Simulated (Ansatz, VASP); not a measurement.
Two plane-wave programs on In

The input INCAR:

```
PREC = Accurate
ENCUT = 600
EDIFF = 1E-7
ISMEAR = -1
SIGMA = 0.05
LREAL = F
LASPH = T
NELM = 80
ALGO = Normal
ISIF = 3
LWAVE = F
LCHARG = F
GGA = PE
IBRION = 2
NSW = 60
EDIFFG = -0.005
```

KPOINTS

```
Automatic mesh
0
Gamma
  12 12 12
```

POSCAR

```
In
1.0
    3.0974033059      0.0000000000      0.0000000000
    0.0000000000      3.0974033059      0.0000000000
    0.0000000000      0.0000000000      3.0974033059
In
1
Direct
    0.0000000000      0.0000000000      0.0000000000
```

Input for Ansatz:

```yaml
crystal:
  lattice:
    - [3.0974033059, 0.0, 0.0]
    - [0.0, 3.0974033059, 0.0]
    - [0.0, 0.0, 3.0974033059]
  atoms:
    - { symbol: In, position: [0.0, 0.0, 0.0] }
kpoints:
  mp_grid: { grid: [12, 12, 12] }
scf:
  occupations: { method: fermi_dirac, width: 0.05 }
hamiltonian:
  xc: pbe
  pseudopotentials: { kind: paw }
output:
  forces: true
  stress: true
  write_density: true
  write_potential: true
  elf: true
  volumetric_format: npy
relax:
  f_tol: 0.005
  max_steps: 40
  cell: {}
```

Alike in both runs: task relaxation of cell and atoms; functional PBE; k mesh 12 × 12 × 12; occupations fermi-dirac, width 0.05 eV; no spin polarisation.

|  | VASP | Ansatz |
| --- | --- | --- |
| version | VASP 6.6.1 | Ansatz 0.2.0 |
| potentials or method | VASP PAW PBE potentials, release 64 (In_d) | PAW with Ansatz's default frozen-core files, scalar-relativistic |
| plane-wave cutoff (eV) | 600 | 420 |
| valence electrons in the cell | 13 | 13 |

```csv
,VASP,Ansatz,Ansatz less VASP
relaxed volume (Å³/atom),29.49,29.46,-0.030
relaxed length of the cell vector where the two differ most in proportion (Å),3.090,3.089,-0.0010
```
